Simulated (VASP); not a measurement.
Sb, 3 atoms in the cell. It takes space group P6/mmm (No. 191, hexagonal). Conventional cell: a = 5.059 Å, b = 5.059 Å, c = 2.982 Å, α = 90.00°, β = 90.00°, γ = 120.00°. Within 3.9 Å of Sb (site symmetry 6/mmm) lie 14 Sb at 2.98 to 3.28 Å. Sb (site symmetry -6m2) has 11 Sb at 2.92 to 3.28 Å within 3.8 Å. 

- Program: VASP 6.6.1
- Task: single point
- Functional: PBE
- Potentials or basis: VASP PAW PBE potentials, release 64 (Sb)
- Cutoff: 520 eV
- k mesh: 7 × 7 × 10
- Occupations: fermi-dirac, width 0.08 eV
- Spin: no spin polarisation
- Dipole correction: no
- Further INCAR settings: ALGO = Normal; EDIFF = 1e-07; NBANDS = 14

Potentials or basis: VASP PAW PBE potentials, release 64 (Sb).

Run with:

```bash
$ cat potpaw_PBE.64/Sb/POTCAR > POTCAR
$ mpirun -np 1 vasp_std > vasp.out
```

Hardware: 1 thread of Intel(R) Xeon(R) 6975P-C (Granite Rapids), with other jobs on the host.

Estimate the wall time of this run.

Wall time 18 s on 1 thread of Intel(R) Xeon(R) 6975P-C (Granite Rapids) (shared host), peak memory 0.19 GiB. Counts: scf iterations 12, k points 48.
